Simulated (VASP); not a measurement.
# SnTeO4 (P2_1) in VASP: further runs

SnTeO4 is run at these levels: PBE; tasks: single point.

Everything below comes from runs of VASP 6.6.1. Logs are shortened: lines on timing, memory, paths and dates and some standing lists are left out, and cuts for length are marked.

## (1) The cell of the first run

Symmetry: P2_1, No. 4, monoclinic system. Conventional cell: a = 4.391 Å, b = 7.207 Å, c = 6.085 Å, α = 90.00°, β = 103.49°, γ = 90.00°. Within 2.6 Å of Sn (site symmetry 1) lie 6 O at 1.99 to 2.50 Å. Within 2.7 Å of Te (site symmetry 1) lie 5 O at 1.92 to 2.67 Å. O (site symmetry 1) has 2 Te at 1.94 to 2.62 Å and 1 Sn at 2.13 Å and 6 O at 2.76 to 3.07 Å within 3.1 Å. O (site symmetry 1) has 1 Te at 1.94 Å and 2 Sn at 2.12 to 2.50 Å and 2 O at 2.59 to 2.63 Å within 2.7 Å. Within 2.7 Å of O (site symmetry 1) lie 2 Te at 1.92 to 2.67 Å and 1 Sn at 2.13 Å and 2 O at 2.59 to 2.63 Å. Within 2.6 Å of O (site symmetry 1) lie 2 Sn at 1.99 to 2.00 Å.

## (2) Single point, PBE

The input, INCAR:

```
PREC = Accurate
ENCUT = 520
EDIFF = 1E-7
ISMEAR = 0
SIGMA = 0.1
LREAL = F
LASPH = T
NELM = 80
ALGO = Normal
ISIF = 2
LWAVE = F
LCHARG = F
GGA = PE
NBANDS = 56
```

The input, KPOINTS:

```
Automatic mesh
0
Gamma
  4 4 4
```

The input, POSCAR:

```
SnTeO4
1.0
    4.3906255577      0.0000000000      0.0000000000
    0.0000000000      7.2072613467      0.0000000000
   -1.4192803858      0.0000000000      5.9168212847
Sn Te O
2 2 8
Direct
    0.0819317048      0.7055978322      0.4617373825
    0.9180682952      0.2055978322      0.5382626175
    0.5032232648      0.0212827767      0.9179318602
    0.4967767352      0.5212827767      0.0820681398
    0.3840979171      0.7831090993      0.7747065212
    0.4994600926      0.1679300007      0.6493960322
    0.9222898225      0.6062276534      0.1250952416
    0.9520628316      0.9658841081      0.3797251667
    0.5005399074      0.6679300007      0.3506039678
    0.6159020829      0.2831090993      0.2252934788
    0.0479371684      0.4658841081      0.6202748333
    0.0777101775      0.1062276534      0.8749047584
```

Potentials or basis: VASP PAW PBE potentials, release 64 (Sn_d, Te, O).

Started as:

```console
> cat potpaw_PBE.64/Sn_d/POTCAR potpaw_PBE.64/Te/POTCAR potpaw_PBE.64/O/POTCAR > POTCAR
> mpirun -np 1 vasp_std > vasp.out
```

OUTCAR:

```text
PREC = Accurate
   ENCUT = 520
   EDIFF = 1E-7
   ISMEAR = 0
   LREAL = F
   LASPH = T
   NELM = 80
   ISIF = 2
   GGA = PE

 ion  position               nearest neighbor table
   1  0.082  0.706  0.462-   8 1.99  11 2.00   9 2.12   5 2.13   7 2.13   9 2.50   4 3.31   4 3.52
                             2 3.73   2 3.73
   2  0.918  0.206  0.538-  11 1.99   8 2.00   6 2.12  10 2.13  12 2.13   6 2.50   3 3.31   3 3.52
                             1 3.73   1 3.73
   3  0.503  0.021  0.918-  12 1.92   5 1.94   6 1.94  10 2.62  12 2.67   2 3.31   2 3.52
   4  0.497  0.521  0.082-   7 1.92  10 1.94   9 1.94   5 2.62   7 2.67   1 3.31   1 3.52
   5  0.384  0.783  0.775-   3 1.94   1 2.13   4 2.62
   6  0.499  0.168  0.649-   3 1.94   2 2.12   2 2.50
   7  0.922  0.606  0.125-   4 1.92   1 2.13   4 2.67
   8  0.952  0.966  0.380-   1 1.99   2 2.00
   9  0.501  0.668  0.351-   4 1.94   1 2.12   1 2.50
  10  0.616  0.283  0.225-   4 1.94   2 2.13   3 2.62
  11  0.048  0.466  0.620-   2 1.99   1 2.00
  12  0.078  0.106  0.875-   3 1.92   2 2.13   3 2.67

  LATTYP: Found a simple monoclinic cell.
 ALAT       =     4.3906255577
 B/A-ratio  =     1.6415112726
 C/A-ratio  =     1.3858306758
 COS(beta)  =    -0.2332553585

  Lattice vectors:

 A1 = (   4.3906255577,   0.0000000000,   0.0000000000)
 A2 = (   0.0000000000,   7.2072613467,   0.0000000000)
 A3 = (  -1.4192803858,   0.0000000000,   5.9168212847)

Analysis of symmetry for initial positions (statically):
=====================================================================
 Subroutine PRICEL returns:
 Original cell was already a primitive cell.

 Routine SETGRP: Setting up the symmetry group for a
 simple monoclinic supercell.

 Subroutine GETGRP returns: Found  2 space group operations
 (whereof  1 operations were pure point group operations)
 out of a pool of  4 trial point group operations.

The static configuration has the point symmetry C_1 .
 The point group associated with its full space group is C_2 .

Analysis of symmetry for dynamics (positions and initial velocities):
=====================================================================
 Subroutine PRICEL returns:
 Original cell was already a primitive cell.

 Routine SETGRP: Setting up the symmetry group for a
 simple monoclinic supercell.

 Subroutine GETGRP returns: Found  2 space group operations
 (whereof  1 operations were pure point group operations)
 out of a pool of  4 trial point group operations.

The dynamic configuration has the point symmetry C_1 .
 The point group associated with its full space group is C_2 .

 Subroutine INISYM returns: Found  2 space group operations
 (whereof  1 operations are pure point group operations),
 and found     1 'primitive' translations

----------------------------------------------------------------------------------------

                                     Primitive cell

  volume of cell :     187.2342

  direct lattice vectors                    reciprocal lattice vectors
     4.390625558  0.000000000  0.000000000     0.227757978  0.000000000  0.054632786
     0.000000000  7.207261347  0.000000000     0.000000000  0.138748958  0.000000000
    -1.419280386  0.000000000  5.916821285     0.000000000  0.000000000  0.169009668

  length of vectors
     4.390625558  7.207261347  6.084663584     0.234218782  0.138748958  0.169009668

  position of ions in fractional coordinates (direct lattice)
     0.081931705  0.705597832  0.461737382
     0.918068295  0.205597832  0.538262618
     0.503223265  0.021282777  0.917931860
     0.496776735  0.521282777  0.082068140
     0.384097917  0.783109099  0.774706521
     0.499460093  0.167930001  0.649396032
     0.922289822  0.606227653  0.125095242
     0.952062832  0.965884108  0.379725167
     0.500539907  0.667930001  0.350603968
     0.615902083  0.283109099  0.225293479
     0.047937168  0.465884108  0.620274833
     0.077710178  0.106227653  0.874904758

  ion indices of the primitive-cell ions
   primitive index   ion index
                 1           1
                 2           2
                 3           3
                 4           4
                 5           5
                 6           6
                 7           7
                 8           8
                 9           9
                10          10
                11          11
                12          12

----------------------------------------------------------------------------------------

 KPOINTS: Automatic mesh

Automatic generation of k-mesh.
 Grid dimensions read from file:
 generate k-points for:    4    4    4

 Generating k-lattice:

  Cartesian coordinates                     Fractional coordinates (reciprocal lattice)
     0.056939495  0.000000000  0.013658197     0.250000000  0.000000000  0.000000000
     0.000000000  0.034687239  0.000000000     0.000000000  0.250000000  0.000000000
     0.000000000  0.000000000  0.042252417     0.000000000  0.000000000  0.250000000

  Length of vectors
     0.058554696  0.034687239  0.042252417

  Shift w.r.t. Gamma in fractional coordinates (k-lattice)
     0.000000000  0.000000000  0.000000000

 Subroutine IBZKPT returns following result:
 ===========================================

 Found     30 irreducible k-points:

 Following reciprocal coordinates:
            Coordinates               Weight
  0.000000  0.000000  0.000000      1.000000
  0.250000  0.000000  0.000000      2.000000
  0.500000  0.000000  0.000000      1.000000
  0.000000  0.250000  0.000000      2.000000
  0.250000  0.250000  0.000000      4.000000
  0.500000  0.250000  0.000000      2.000000
[... 16 lines left out ...]
  0.250000  0.000000  0.500000      2.000000
  0.500000  0.000000  0.500000      1.000000
 [... further k-points ...]
   k-points           NKPTS =     30   k-points in BZ     NKDIM =     30   number of bands    NBANDS=     56
   number of dos      NEDOS =    301   number of ions     NIONS =     12
   total plane-waves  NPLWV =  93312
   dimension x,y,z NGX =    36 NGY =   54 NGZ =   48
   dimension x,y,z NGXF=    72 NGYF=  108 NGZF=   96
   ions per type =               2   2   8
   NGX,Y,Z   is equivalent  to a cutoff of  13.63, 12.46, 13.11 a.u.
   NGXF,Y,Z  is equivalent  to a cutoff of  27.26, 24.91, 26.23 a.u.
 SYSTEM =  unknown system
   PREC   = accura    normal or accurate (medium, high low for compatibility)
   ISTART =      0    job   : 0-new  1-cont  2-samecut
   ICHARG =      2    charge: 1-file 2-atom 10-const
   ISPIN  =      1    spin polarized calculation?
   LNONCOLLINEAR =      F non collinear calculations
   LSORBIT =      F    spin-orbit coupling
   LASPH  =      T    aspherical Exc in radial PAW
   ENCUT  =  520.0 eV  38.22 Ry    6.18 a.u.   8.16 13.40 11.31*2*pi/ulx,y,z
   NELM   =     80;   NELMIN=  2; NELMDL= -5     # of ELM steps
   EDIFF  = 0.1E-06   stopping-criterion for ELM
   LREAL  =      F    real-space projection
   EDIFFG = 0.1E-05   stopping-criterion for IOM
   NSW    =      0    number of steps for IOM
   IBRION =     -1    ionic relax: 0-MD 1-quasi-New 2-CG
   NFREE  =      0    steps in history (QN), initial steepest desc. (CG)
   ISIF   =      2    stress and relaxation
   ISYM   =      2    0-nonsym 1-usesym 2-fastsym
   POTIM  = 0.5000    time-step for ionic-motion
   TEBEG  =    0.0;   TEEND  =   0.0 temperature during run
   PSTRESS=    0.0 pullay stress
   NELECT =      88.0000    total number of electrons
   NUPDOWN=      -1.0000    fix difference up-down
   EMIN   =  10.00;   EMAX   =-10.00  energy-range for DOS
   EFERMI =   0.00;   METHOD = LEGACY
   ISMEAR =     0;   SIGMA  =   0.10  broadening in eV -4-tet -1-fermi 0-gaus
   EFERMI_NEDOS =   21; number of points for ismear=-14 and -15
   IALGO  =     38    algorithm
   IMIX   =      4    mixing-type and parameters
     AMIX     =   0.40;   BMIX     =  1.00
     AMIX_MAG =   1.60;   BMIX_MAG =  1.00
  volume/ion in A,a.u.               =      15.60       105.29
  Fermi-wavevector in a.u.,A,eV,Ry     =   1.272841  2.405320 22.043114  1.620123
  Thomas-Fermi vector in A             =   2.405697
   LORBIT       =      0    0 simple, 1 ext, 2 COOP (PROOUT), +10 PAW based schemes
   GGA     = PE    functional components
   LHFCALC =     F    Hartree Fock is set to
   AEXX    =    0.0000 exact exchange contribution
   IVDW    =     0    specifies the selected vdW correction
   LEPSILON=     F    determine dielectric tensor
   LRPA    =     F    only Hartree local field effects (RPA)
 non-spin polarized calculation
 Gauss-broadening in eV      SIGMA  =   0.10
  energy-cutoff  :      520.00
  volume of cell :      187.23
 maximum number of plane-waves:      5064
 NGX is ok and might be reduce to    36
   NGX = 17   NGY = 27   NGZ = 23

 number of electron      88.0000024 magnetization

 Free energy of the ion-electron system (eV)
  ---------------------------------------------------
  ext. energy  EPLUGINS =         0.00000000
  ---------------------------------------------------
  free energy    TOTEN  =       -68.18002237 eV

  energy without entropy =      -68.18002237  energy(sigma->0) =      -68.18002237

 E-fermi :   4.1990     XC(G=0):  -9.6841

 val. band max:        3.6758542845   @ k =   0.0000   0.0000   0.5000
 cond. band min:       6.2483235445   @ k =   0.0000   0.0000   0.5000
 fundamental gap:      2.5724692600
 Fermi energy:         4.1989665735

 k-point     1 :       0.0000    0.0000    0.0000
  band No.  band energies     occupation
      1     -17.1631      2.00000
      2     -16.8473      2.00000
      3     -16.8386      2.00000
      4     -16.7160      2.00000
      5     -16.5515      2.00000
      6     -16.5346      2.00000
[... 1405 lines left out ...]
     55      11.8615      0.00000
     56      12.9095      0.00000

 [... further k-points ...]

------------------------ aborting loop because EDIFF is reached ----------------------------------------

  FORCE on cell =-STRESS in cart. coord.  units (eV):
  Direction    XX          YY          ZZ          XY          YZ          ZX
  --------------------------------------------------------------------------------------
  -------------------------------------------------------------------------------------
  Total        0.1841056      0.1820095      0.2510017      0.0000000      0.0000000     -0.0850551
  in kB        1.5754058      1.5574695      2.1478407      0.0000000      0.0000000     -0.7278227
  external PRESSURE =       1.7602386 kB  Pullay stress =       0.0000000 kB

 VOLUME and BASIS-vectors are now :
 -----------------------------------------------------------------------------
  energy-cutoff  :      520.00
  volume of cell :      187.23
      direct lattice vectors                 reciprocal lattice vectors
     4.390625558  0.000000000  0.000000000     0.227757978  0.000000000  0.054632786
     0.000000000  7.207261347  0.000000000     0.000000000  0.138748958  0.000000000
    -1.419280386  0.000000000  5.916821285     0.000000000  0.000000000  0.169009668

 POSITION                                       TOTAL-FORCE (eV/Angst)
 -----------------------------------------------------------------------------------
     -0.29560      5.08543      2.73202        -0.015823      0.014180      0.037617
      3.26695      1.48180      3.18480         0.015823      0.014180     -0.037617
      0.90666      0.15339      5.43124         0.058708     -0.019240      0.077802
      2.06468      3.75702      0.48558        -0.058708     -0.019240     -0.077802
      0.58690      5.64407      4.58380         0.005059      0.020533      0.029251
      1.27127      1.21032      3.84236        -0.050621     -0.011242      0.018957
      3.87188      4.36924      0.74017         0.026639     -0.013016     -0.011100
      3.64121      6.96138      2.24677        -0.013169      0.008785     -0.048757
      1.70008      4.81395      2.07446         0.050621     -0.011242     -0.018957
      2.38444      2.04044      1.33302        -0.005059      0.020533     -0.029251
     -0.66987      3.35775      3.67006         0.013169      0.008785      0.048757
     -0.90054      0.76561      5.17666        -0.026639     -0.013016      0.011100
 -----------------------------------------------------------------------------------
    total drift:                               -0.000002      0.000062      0.000005

  FREE ENERGIE OF THE ION-ELECTRON SYSTEM (eV)
  ---------------------------------------------------
  free  energy   TOTEN  =       -68.1800223651 eV

  energy  without entropy=      -68.1800223651  energy(sigma->0) =      -68.18002237
```

It took 6.7 min on 1 thread of Intel Xeon Platinum 8488C (Sapphire Rapids), shared host; peak memory 0.43 GiB.

What came out:

* Free energy: -68.1800 eV
* Pressure: 0.2 GPa
* Largest force: 0.099 eV/Å
* Band gap on the k mesh: 2.57 eV

Forces in eV/Å, atoms in the order of the input:
```
Sn  -0.016  0.014  0.038
Sn   0.016  0.014 -0.038
Te   0.059 -0.019  0.078
Te  -0.059 -0.019 -0.078
O    0.005  0.021  0.029
O   -0.051 -0.011  0.019
O    0.027 -0.013 -0.011
O   -0.013  0.009 -0.049
O    0.051 -0.011 -0.019
O   -0.005  0.021 -0.029
O    0.013  0.009  0.049
O   -0.027 -0.013  0.011
```

Stress tensor (GPa, compression positive):
```
 0.16  0.00 -0.07
 0.00  0.16  0.00
-0.07  0.00  0.21
```

Levels at points of the mesh, in eV from the valence-band top:
```csv
k point,band 40,band 41,band 42,band 43,band 44,band 45,band 46,band 47,band 48,band 49
"(0.00, 0.00, 0.00)",-0.96,-0.83,-0.76,-0.49,-0.44,3.05,3.44,4.36,4.43,5.51
"(0.50, 0.00, 0.00)",-0.94,-0.82,-0.47,-0.20,-0.07,2.89,3.57,3.95,4.44,5.46
"(0.00, 0.50, 0.00)",-0.99,-0.55,-0.55,-0.45,-0.45,3.36,3.36,4.11,4.11,5.33
"(0.50, 0.50, 0.00)",-0.87,-0.61,-0.61,-0.18,-0.18,3.74,3.74,3.90,3.90,4.88
"(0.00, 0.00, 0.50)",-0.97,-0.64,-0.64,-0.36,0.00,2.57,3.97,4.19,4.65,4.77
"(0.50, 0.00, 0.50)",-0.97,-0.90,-0.81,-0.53,-0.27,3.57,3.81,3.86,4.30,5.39
"(0.00, 0.50, 0.50)",-1.01,-0.61,-0.61,-0.14,-0.14,3.55,3.55,4.17,4.17,4.96
"(0.50, 0.50, 0.50)",-1.01,-0.59,-0.59,-0.47,-0.47,3.71,3.71,4.20,4.20,5.09
```

Caveat: spin-orbit coupling is left out, which moves the levels of the heavy elements. A k mesh can miss the band edges.

## (3) Single point, PBE

The input, INCAR:

```
SYSTEM = SnTeO4
PREC = Accurate
ENCUT = 520
EDIFF = 1E-6
ISMEAR = 0
SIGMA = 0.1
LREAL = .False.
LASPH = .True.
NELM = 60
ALGO = Normal
ISIF = 2
LWAVE = .False.
LCHARG = .False.
GGA = PE
NBANDS = 56
```

The input, KPOINTS:

```
Automatic mesh
0
Gamma
  4 4 4
  0 0 0
```

POSCAR is that of step 2.

Potentials or basis: VASP PAW PBE potentials, release 64 (Sn_d, Te, O).

Started as:

```console
> cat potpaw_PBE.64/Sn_d/POTCAR potpaw_PBE.64/Te/POTCAR potpaw_PBE.64/O/POTCAR > POTCAR
> mpirun -np 1 vasp_std > vasp.out
```

OUTCAR:

```text
SYSTEM = SnTeO4
   PREC = Accurate
   ENCUT = 520
   EDIFF = 1E-6
   ISMEAR = 0
   LREAL = .False.
   LASPH = .True.
   NELM = 60
   ISIF = 2
   GGA = PE

 ion  position               nearest neighbor table
   1  0.082  0.706  0.462-   8 1.99  11 2.00   9 2.12   5 2.13   7 2.13   9 2.50   4 3.31   4 3.52
                             2 3.73   2 3.73
   2  0.918  0.206  0.538-  11 1.99   8 2.00   6 2.12  10 2.13  12 2.13   6 2.50   3 3.31   3 3.52
                             1 3.73   1 3.73
[... 1654 lines left out ...]

 VOLUME and BASIS-vectors are now :
 -----------------------------------------------------------------------------
  energy-cutoff  :      520.00
  volume of cell :      187.23
      direct lattice vectors                 reciprocal lattice vectors
     4.390625558  0.000000000  0.000000000     0.227757978  0.000000000  0.054632786
     0.000000000  7.207261347  0.000000000     0.000000000  0.138748958  0.000000000
    -1.419280386  0.000000000  5.916821285     0.000000000  0.000000000  0.169009668

 POSITION                                       TOTAL-FORCE (eV/Angst)
 -----------------------------------------------------------------------------------
     -0.29560      5.08543      2.73202        -0.015885      0.014134      0.037417
      3.26695      1.48180      3.18480         0.015885      0.014134     -0.037417
      0.90666      0.15339      5.43124         0.058394     -0.019248      0.077386
      2.06468      3.75702      0.48558        -0.058394     -0.019248     -0.077386
      0.58690      5.64407      4.58380         0.004854      0.020957      0.029008
      1.27127      1.21032      3.84236        -0.050334     -0.011530      0.019316
      3.87188      4.36924      0.74017         0.026252     -0.013113     -0.010759
      3.64121      6.96138      2.24677        -0.013197      0.008801     -0.048689
      1.70008      4.81395      2.07446         0.050334     -0.011530     -0.019316
      2.38444      2.04044      1.33302        -0.004854      0.020957     -0.029008
     -0.66987      3.35775      3.67006         0.013197      0.008801      0.048689
     -0.90054      0.76561      5.17666        -0.026252     -0.013113      0.010759
 -----------------------------------------------------------------------------------
    total drift:                               -0.000002     -0.000365      0.000005

  FREE ENERGIE OF THE ION-ELECTRON SYSTEM (eV)
  ---------------------------------------------------
  free  energy   TOTEN  =       -68.1800227729 eV

  energy  without entropy=      -68.1800227729  energy(sigma->0) =      -68.18002277
```

Run time: 6.3 min. Hardware: 1 thread of Intel Xeon Platinum 8488C (Sapphire Rapids), shared host; peak memory 0.44 GiB.

What came out:

* Free energy: -68.1800 eV
* Pressure: 0.2 GPa
* Largest force: 0.099 eV/Å
* Band gap on the k mesh: 2.57 eV

Forces in eV/Å, atoms in the order of the input:
```
Sn  -0.016  0.014  0.037
Sn   0.016  0.014 -0.037
Te   0.058 -0.019  0.077
Te  -0.058 -0.019 -0.077
O    0.005  0.021  0.029
O   -0.050 -0.012  0.019
O    0.026 -0.013 -0.011
O   -0.013  0.009 -0.049
O    0.050 -0.012 -0.019
O   -0.005  0.021 -0.029
O    0.013  0.009  0.049
O   -0.026 -0.013  0.011
```

Caveat: spin-orbit coupling is left out, which moves the levels of the heavy elements. A k mesh can miss the band edges.
